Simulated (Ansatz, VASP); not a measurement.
# One calculation of Al, two programs

```xyz
1
Lattice="0.0000 2.0069 2.0069 2.0069 0.0000 2.0069 2.0069 2.0069 0.0000" Properties=species:S:1:pos:R:3 pbc="T T T"
Al    0.0000    0.0000    0.0000
```

Alike in both runs: functional PBEsol; k mesh 24 × 24 × 24; occupations gaussian, width 0.1 eV; no spin polarisation.

Ansatz relaxed the structure, and its values are those at the end. VASP's run is a single point on that final structure, the one shown.

|  | VASP | Ansatz |
| --- | --- | --- |
| version | VASP 6.6.1 | Ansatz 0.2.0 |
| potentials or method | VASP PAW PBE potentials, release 64 (Al) | scalar-relativistic, plane waves, PAW |
| plane-wave cutoff (eV) | 520 | 420 |
| valence electrons in the cell | 3 | 3 |

Ansatz gave:

```
gap on the k mesh at the Fermi level (eV) : none
pressure (GPa)                            : 0.0
```

Task: What did VASP give for the same quantities?

Result: gap on the k mesh at the Fermi level (eV): none; pressure (GPa): 0.1.

VASP's potentials were made for PBE, not for PBEsol. A gap of «none» marks a metal or a gap that the smearing closes. With one functional, cell and mesh, what is left measures potentials, basis and numerics.
